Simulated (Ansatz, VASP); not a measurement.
# Ta5Si: VASP beside Ansatz

```xyz
6
Lattice="3.3716 0.0000 0.0000 0.0000 3.3716 0.0000 0.0000 0.0000 9.1726" Properties=species:S:1:pos:R:3 pbc="T T T"
Ta    1.6858    1.6858    1.3842
Ta    0.0000    0.0000    2.9403
Ta    1.6858    1.6858    7.7884
Ta    0.0000    0.0000    6.2323
Ta    1.6858    1.6858    4.5863
Si    0.0000    0.0000    0.0000
```

Alike in both runs: functional PBE; k mesh 10 × 10 × 4; occupations gaussian, width 0.1 eV; no spin polarisation.

Ansatz relaxed the structure, and its values are those at the end. VASP's run is a single point on that final structure, the one shown.

|  | VASP | Ansatz |
| --- | --- | --- |
| version | VASP 6.6.1 | Ansatz 0.2.0 |
| potentials or method | VASP PAW PBE potentials, release 64 (Ta_pv, Si), cutoff 520 eV | scalar-relativistic, plane waves, PAW |
| valence electrons in the cell | 59 | 69 |

|  | VASP | Ansatz | Ansatz less VASP |
| --- | --- | --- | --- |
| gap on the k mesh at the Fermi level (eV) | none | none | - |
| pressure (GPa) | 0.1 | 0.0 | -0.10 |

A gap of «none» marks a metal or a gap that the smearing closes. VASP's potentials hold 59 valence electrons a cell and Ansatz's 69, so a difference there can come from the potentials and not from the codes.

Neither program's run includes spin-orbit coupling.
